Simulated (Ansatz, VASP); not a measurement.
**One calculation of CdSe, two programs**

```
Cd Se
1.0
     4.30000    0.00000    0.00000
    -2.15000    3.72391    0.00000
     0.00000    0.00000    7.02000
Cd Se
2 2
Direct
  0.66667 0.33333 0.50000
  0.33333 0.66667 0.00000
  0.66667 0.33333 0.88500
  0.33333 0.66667 0.38500
```

Alike in both runs: functional PBEsol; k mesh 5 × 5 × 3; occupations fermi-dirac, width 0.05 eV; no spin polarisation.

```csv
,VASP,Ansatz
version,VASP 6.6.1,Ansatz 0.2.0
potentials or method,"VASP PAW PBE potentials, release 64 (Cd, Se), cutoff 520 eV","all-electron LAPW, scalar-relativistic"
task,single point,band structure
```

Ansatz gave:

* gap on the k mesh at the Fermi level (eV): 0.57
* least direct gap on the mesh (eV): 0.57
* pressure (GPa): 0.2
* traceless stress, the component that is largest in VASP (GPa): -1.26
* rms of the force components (eV/Å): 0.155

**Question.** What did VASP give for the same quantities?

**Answer.** gap on the k mesh at the Fermi level (eV): 0.58; least direct gap on the mesh (eV): 0.58; pressure (GPa): 0.5; traceless stress, the component that is largest in VASP (GPa): -1.31; rms of the force components (eV/Å): 0.161.

VASP's potentials were made for PBE, not for PBEsol. Atom by atom the forces differ by 0.005 eV/Å (rms over components). Ansatz ran all-electron here, and VASP with PAW potentials.
